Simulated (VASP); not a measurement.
# B2O (P-3m1) in VASP: further runs

B2O is run at these levels: PBE; tasks: single point, relaxation of shape and atoms at fixed volume.

All numbers are computed with VASP 6.6.1; they aren't measurements. Logs are shortened: lines on timing, memory, paths and dates and some standing lists are left out, and cuts for length are marked.

### Step 1. The cell of the first run

The structure is trigonal, space group P-3m1 (No. 164). The conventional cell has a = 2.537 Å, b = 2.537 Å, c = 9.080 Å, α = 90.00°, β = 90.00°, γ = 120.00°. Within 2.1 Å of B (site symmetry 3m) lie 3 O at 1.57 Å and 1 B at 1.74 Å. Within 2.1 Å of B (site symmetry 3m) lie 3 B at 1.57 Å. O (site symmetry 3m) has 3 B at 1.57 Å within 2.1 Å.

### Step 2. Single point, PBE

Contents of INCAR:

```
SYSTEM = B2O
ALGO     = Normal         ! electronic algorithm
EDIFF    = 1E-6           ! SCF threshold, eV
ENCUT    = 520            ! plane-wave cutoff, eV
GGA      = PE             ! functional
ISIF     = 2              ! what is computed and relaxed
ISMEAR   = 0              ! smearing method
LASPH    = .True.         ! aspherical terms in the spheres
LCHARG   = .True.         ! write CHGCAR
LELF     = .True.         ! ELF
LREAL    = .False.        ! projectors in reciprocal space
LVHAR    = .True.       
LWAVE    = .False.        ! write WAVECAR
NBANDS   = 21             ! bands
NELM     = 80             ! most SCF steps
PREC     = Accurate       ! precision mode
SIGMA    = 0.05           ! smearing width, eV
```

Contents of KPOINTS:

```
k-points
0
Gamma
  8 8 2
  0 0 0
```

Contents of POSCAR:

```
B2O
1.0
    2.5371676717      0.0000000000      0.0000000000
   -1.2685838359      2.1972516574      0.0000000000
    0.0000000000      0.0000000000      9.0802427866
B O
4 2
Direct
    0.0000000000      0.0000000000      0.4043075611
    0.0000000000      0.0000000000      0.5956924389
    0.6666666667      0.3333333333      0.0305207127
    0.3333333333      0.6666666667      0.9694792873
    0.6666666667      0.3333333333      0.3435238880
    0.3333333333      0.6666666667      0.6564761120
```

Potentials or basis: VASP PAW PBE potentials, release 64 (B, O).

On the command line:

```console
> cat potpaw_PBE.64/B/POTCAR potpaw_PBE.64/O/POTCAR > POTCAR
> mpirun -np 1 vasp_std > vasp.out
```

OUTCAR:

```text
SYSTEM = B2O
   EDIFF = 1E-6
   ENCUT = 520
   GGA = PE
   ISIF = 2
   ISMEAR = 0
   LASPH = .True.
   LREAL = .False.
   NELM = 80
   PREC = Accurate

 ion  position               nearest neighbor table
   1  0.000  0.000  0.404-   5 1.57   5 1.57   5 1.57   2 1.74
   2  0.000  0.000  0.596-   6 1.57   6 1.57   6 1.57   1 1.74
   3  0.667  0.333  0.031-   4 1.57   4 1.57   4 1.57
   4  0.333  0.667  0.969-   3 1.57   3 1.57   3 1.57
   5  0.667  0.333  0.344-   1 1.57   1 1.57   1 1.57
   6  0.333  0.667  0.656-   2 1.57   2 1.57   2 1.57

  LATTYP: Found a hexagonal cell.
 ALAT       =     2.5371676717
 C/A-ratio  =     3.5788895184

  Lattice vectors:

 A1 = (   2.5371676717,   0.0000000000,   0.0000000000)
 A2 = (  -1.2685838359,   2.1972516574,   0.0000000000)
 A3 = (   0.0000000000,   0.0000000000,   9.0802427866)

Analysis of symmetry for initial positions (statically):
=====================================================================
 Subroutine PRICEL returns:
 Original cell was already a primitive cell.

 Routine SETGRP: Setting up the symmetry group for a
 hexagonal supercell.

 Subroutine GETGRP returns: Found 12 space group operations
 (whereof 12 operations were pure point group operations)
 out of a pool of 24 trial point group operations.

The static configuration has the point symmetry D_3d.

Analysis of symmetry for dynamics (positions and initial velocities):
=====================================================================
 Subroutine PRICEL returns:
 Original cell was already a primitive cell.

 Routine SETGRP: Setting up the symmetry group for a
 hexagonal supercell.

 Subroutine GETGRP returns: Found 12 space group operations
 (whereof 12 operations were pure point group operations)
 out of a pool of 24 trial point group operations.

The dynamic configuration has the point symmetry D_3d.

 Subroutine INISYM returns: Found 12 space group operations
 (whereof 12 operations are pure point group operations),
 and found     1 'primitive' translations

----------------------------------------------------------------------------------------

                                     Primitive cell

  volume of cell :      50.6205

  direct lattice vectors                    reciprocal lattice vectors
     2.537167672  0.000000000  0.000000000     0.394140289  0.227557002  0.000000000
[... 83 lines left out ...]
   ISPIN  =      1    spin polarized calculation?
   LNONCOLLINEAR =      F non collinear calculations
   LSORBIT =      F    spin-orbit coupling
   LASPH  =      T    aspherical Exc in radial PAW
   ENCUT  =  520.0 eV  38.22 Ry    6.18 a.u.   4.72  4.72 16.88*2*pi/ulx,y,z
   NELM   =     80;   NELMIN=  2; NELMDL= -5     # of ELM steps
   EDIFF  = 0.1E-05   stopping-criterion for ELM
   LREAL  =      F    real-space projection
[... 7 lines left out ...]
   TEBEG  =    0.0;   TEEND  =   0.0 temperature during run
   PSTRESS=    0.0 pullay stress
   NELECT =      24.0000    total number of electrons
   NUPDOWN=      -1.0000    fix difference up-down
   EMIN   =  10.00;   EMAX   =-10.00  energy-range for DOS
   EFERMI =   0.00;   METHOD = LEGACY
   ISMEAR =     0;   SIGMA  =   0.05  broadening in eV -4-tet -1-fermi 0-gaus
   EFERMI_NEDOS =   21; number of points for ismear=-14 and -15
   IALGO  =     38    algorithm
   IMIX   =      4    mixing-type and parameters
     AMIX     =   0.40;   BMIX     =  1.00
     AMIX_MAG =   1.60;   BMIX_MAG =  1.00
  volume/ion in A,a.u.               =       8.44        56.93
  Fermi-wavevector in a.u.,A,eV,Ry     =   1.276546  2.412322 22.171638  1.629569
  Thomas-Fermi vector in A             =   2.409196
   LORBIT       =      0    0 simple, 1 ext, 2 COOP (PROOUT), +10 PAW based schemes
   GGA     = PE    functional components
   LHFCALC =     F    Hartree Fock is set to
   AEXX    =    0.0000 exact exchange contribution
   IVDW    =     0    specifies the selected vdW correction
   LEPSILON=     F    determine dielectric tensor
   LRPA    =     F    only Hartree local field effects (RPA)
 non-spin polarized calculation
 Gauss-broadening in eV      SIGMA  =   0.05
  energy-cutoff  :      520.00
  volume of cell :       50.62
 maximum number of plane-waves:      1383
 NGX is ok and might be reduce to    20
   NGX =  9   NGY =  9   NGZ = 33

 number of electron      24.0000000 magnetization

 Free energy of the ion-electron system (eV)
  ---------------------------------------------------
  ext. energy  EPLUGINS =         0.00000000
  ---------------------------------------------------
  free energy    TOTEN  =       -39.50527910 eV

  energy without entropy =      -39.50325928  energy(sigma->0) =      -39.50426919

 E-fermi :   5.6787     XC(G=0): -10.6723

 val. band max:        5.3469089300   @ k =   0.5000  -0.0000   0.5000
 cond. band min:       5.7254441736   @ k =   0.3750  -0.0000   0.0000
 fundamental gap:      0.3785352435
 Fermi energy:         5.6787167263

 k-point     1 :       0.0000    0.0000    0.0000
  band No.  band energies     occupation
      1     -19.5664      2.00000
      2     -19.0196      2.00000
      3      -7.6246      2.00000
      4      -6.3247      2.00000
      5      -2.3168      2.00000
      6      -0.9882      2.00000
[... 469 lines left out ...]
     20      15.3902      0.00000
     21      16.1094      0.00000

------------------------ aborting loop because EDIFF is reached ----------------------------------------

  FORCE on cell =-STRESS in cart. coord.  units (eV):
  Direction    XX          YY          ZZ          XY          YZ          ZX
  --------------------------------------------------------------------------------------
  -------------------------------------------------------------------------------------
  Total        2.1226747      2.1226747      1.6254754     -0.0000000      0.0000000      0.0000000
  in kB       67.1842696     67.1842696     51.4475321     -0.0000000      0.0000000      0.0000000
  external PRESSURE =      61.9386904 kB  Pullay stress =       0.0000000 kB

 VOLUME and BASIS-vectors are now :
 -----------------------------------------------------------------------------
  energy-cutoff  :      520.00
  volume of cell :       50.62
      direct lattice vectors                 reciprocal lattice vectors
     2.537167672  0.000000000  0.000000000     0.394140289  0.227557002  0.000000000
    -1.268583836  2.197251657  0.000000000     0.000000000  0.455114004  0.000000000
     0.000000000  0.000000000  9.080242787     0.000000000  0.000000000  0.110129214

 POSITION                                       TOTAL-FORCE (eV/Angst)
 -----------------------------------------------------------------------------------
      0.00000      0.00000      3.67121         0.000000     -0.000000     -0.008434
      0.00000      0.00000      5.40903        -0.000000     -0.000000      0.008434
      1.26858      0.73242      0.27714        -0.000000      0.000000     -0.217354
     -0.00000      1.46483      8.80311         0.000000     -0.000000      0.217354
      1.26858      0.73242      3.11928        -0.000000      0.000000     -0.008329
     -0.00000      1.46483      5.96096         0.000000     -0.000000      0.008329
 -----------------------------------------------------------------------------------
    total drift:                                0.000000      0.000000      0.000000

  FREE ENERGIE OF THE ION-ELECTRON SYSTEM (eV)
  ---------------------------------------------------
  free  energy   TOTEN  =       -39.5052790975 eV

  energy  without entropy=      -39.5032592788  energy(sigma->0) =      -39.50426919
```

stdout:

```text
POSCAR found type information on POSCAR B O
 POSCAR found :  2 types and       6 ions
 scaLAPACK will be used
 LDA part: xc-table for (Slater+PW92), standard interpolation
 POSCAR, INCAR and KPOINTS ok, starting setup
 FFT: planning ... GRIDC
 FFT: planning ... GRID_SOFT
 FFT: planning ... GRID
 WAVECAR not read
 entering main loop
```

Wall time 29 s (1 thread of Intel Xeon Platinum 8259CL at 2.50GHz (Skylake/Cascade Lake), shared host); peak memory 0.16 GiB.

Results:

| Item | Value |
| --- | --- |
| Free energy | -39.5053 eV |
| Pressure | 6.2 GPa |
| Largest force | 0.217 eV/Å |
| Band gap on the k mesh | zero (bands 12 and 13 overlap by 4.06 eV) |

Forces in eV/Å, atoms in the order of the input:
```
B    0.000  0.000 -0.008
B    0.000  0.000  0.008
B    0.000  0.000 -0.217
B    0.000  0.000  0.217
O    0.000  0.000 -0.008
O    0.000  0.000  0.008
```

Caveat: the cell stands under pressure.

### Step 3. Single point, PBE

Contents of INCAR:

```
PREC = Accurate
ENCUT = 520
EDIFF = 1E-6
ISMEAR = 0
SIGMA = 0.05
LREAL = False
LASPH = True
NELM = 100
ALGO = Normal
ISIF = 2
LWAVE = False
LCHARG = True
GGA = PE
LELF = True
LVHAR = True
NBANDS = 21
```

Contents of KPOINTS:

```
Automatic mesh
0
Gamma
  10 10 4
```

POSCAR is that of step 2.

Potentials or basis: VASP PAW PBE potentials, release 64 (B, O).

On the command line:

```console
> cat potpaw_PBE.64/B/POTCAR potpaw_PBE.64/O/POTCAR > POTCAR
> mpirun -np 1 vasp_std > vasp.out
```

OUTCAR:

```text
PREC = Accurate
   ENCUT = 520
   EDIFF = 1E-6
   ISMEAR = 0
   LREAL = False
   LASPH = True
   NELM = 100
   ISIF = 2
   GGA = PE

 ion  position               nearest neighbor table
   1  0.000  0.000  0.404-   5 1.57   5 1.57   5 1.57   2 1.74
   2  0.000  0.000  0.596-   6 1.57   6 1.57   6 1.57   1 1.74
   3  0.667  0.333  0.031-   4 1.57   4 1.57   4 1.57
   4  0.333  0.667  0.969-   3 1.57   3 1.57   3 1.57
   5  0.667  0.333  0.344-   1 1.57   1 1.57   1 1.57
   6  0.333  0.667  0.656-   2 1.57   2 1.57   2 1.57

  LATTYP: Found a hexagonal cell.
[... 782 lines left out ...]
  -------------------------------------------------------------------------------------
  Total        2.0042639      2.0042639      1.7960084     -0.0000000      0.0000000      0.0000000
  in kB       63.4364780     63.4364780     56.8450329     -0.0000000      0.0000000      0.0000000
  external PRESSURE =      61.2393296 kB  Pullay stress =       0.0000000 kB

 VOLUME and BASIS-vectors are now :
 -----------------------------------------------------------------------------
  energy-cutoff  :      520.00
  volume of cell :       50.62
      direct lattice vectors                 reciprocal lattice vectors
     2.537167672  0.000000000  0.000000000     0.394140289  0.227557002  0.000000000
    -1.268583836  2.197251657  0.000000000     0.000000000  0.455114004  0.000000000
     0.000000000  0.000000000  9.080242787     0.000000000  0.000000000  0.110129214

 POSITION                                       TOTAL-FORCE (eV/Angst)
 -----------------------------------------------------------------------------------
      0.00000      0.00000      3.67121         0.000000     -0.000000     -0.006094
      0.00000      0.00000      5.40903        -0.000000      0.000000      0.006094
      1.26858      0.73242      0.27714        -0.000000      0.000000      0.008413
     -0.00000      1.46483      8.80311         0.000000     -0.000000     -0.008413
      1.26858      0.73242      3.11928         0.000000      0.000000     -0.004627
     -0.00000      1.46483      5.96096        -0.000000      0.000000      0.004627
 -----------------------------------------------------------------------------------
    total drift:                                0.000000      0.000000      0.000000

  FREE ENERGIE OF THE ION-ELECTRON SYSTEM (eV)
  ---------------------------------------------------
  free  energy   TOTEN  =       -39.5064995526 eV

  energy  without entropy=      -39.5054395267  energy(sigma->0) =      -39.50596954
```

OSZICAR:

```text
N       E                     dE             d eps       ncg     rms          rms(c)
DAV:   1     0.827912374981E+02    0.82791E+02   -0.12462E+04  2100   0.106E+03
DAV:   2    -0.381268035883E+02   -0.12092E+03   -0.11685E+03  2716   0.237E+02
DAV:   3    -0.430588092682E+02   -0.49320E+01   -0.48814E+01  2760   0.445E+01
DAV:   4    -0.430908851424E+02   -0.32076E-01   -0.32061E-01  2717   0.396E+00
DAV:   5    -0.430911087922E+02   -0.22365E-03   -0.22363E-03  2742   0.312E-01    0.101E+01
DAV:   6    -0.399321849801E+02    0.31589E+01   -0.83594E+00  2475   0.124E+01    0.474E+00
DAV:   7    -0.395378902263E+02    0.39429E+00   -0.13616E+00  2511   0.533E+00    0.212E+00
DAV:   8    -0.395048696240E+02    0.33021E-01   -0.14024E-01  2566   0.218E+00    0.608E-01
DAV:   9    -0.395068551626E+02   -0.19855E-02   -0.11165E-02  2723   0.699E-01    0.157E-01
DAV:  10    -0.395066535386E+02    0.20162E-03   -0.87505E-04  2731   0.197E-01    0.700E-02
DAV:  11    -0.395065305823E+02    0.12296E-03   -0.60031E-04  2893   0.166E-01    0.227E-02
DAV:  12    -0.395065077287E+02    0.22854E-04   -0.12098E-04  2722   0.720E-02    0.125E-02
DAV:  13    -0.395065007605E+02    0.69682E-05   -0.23935E-05  2929   0.326E-02    0.406E-03
DAV:  14    -0.395064993637E+02    0.13968E-05   -0.74410E-06  2870   0.168E-02    0.120E-03
DAV:  15    -0.395064995526E+02   -0.18892E-06   -0.57747E-07  1925   0.432E-03
   1 F= -.39506500E+02 E0= -.39505970E+02  d E =-.106003E-02
```

Wall time 63 s (1 thread of Intel Xeon Platinum 8259CL at 2.50GHz (Skylake/Cascade Lake), shared host); peak memory 0.18 GiB.

Results:

| Quantity | Value |
| --- | --- |
| Free energy | -39.5065 eV |
| Pressure | 6.1 GPa |
| Largest force | 0.008 eV/Å |
| Band gap on the k mesh | zero (bands 12 and 13 overlap by 4.45 eV) |

Forces in eV/Å, atoms in the order of the input:
```
B    0.000  0.000 -0.006
B    0.000  0.000  0.006
B    0.000  0.000  0.008
B    0.000  0.000 -0.008
O    0.000  0.000 -0.005
O    0.000  0.000  0.005
```

Stress tensor (GPa, compression positive):
```
6.34 0.00 0.00
0.00 6.34 0.00
0.00 0.00 5.68
```

Caveat: the cell stands under pressure.

(Continued in part 2 of 2.)

The gap in the log of VASP goes by the Fermi energy; the results here count the filled bands.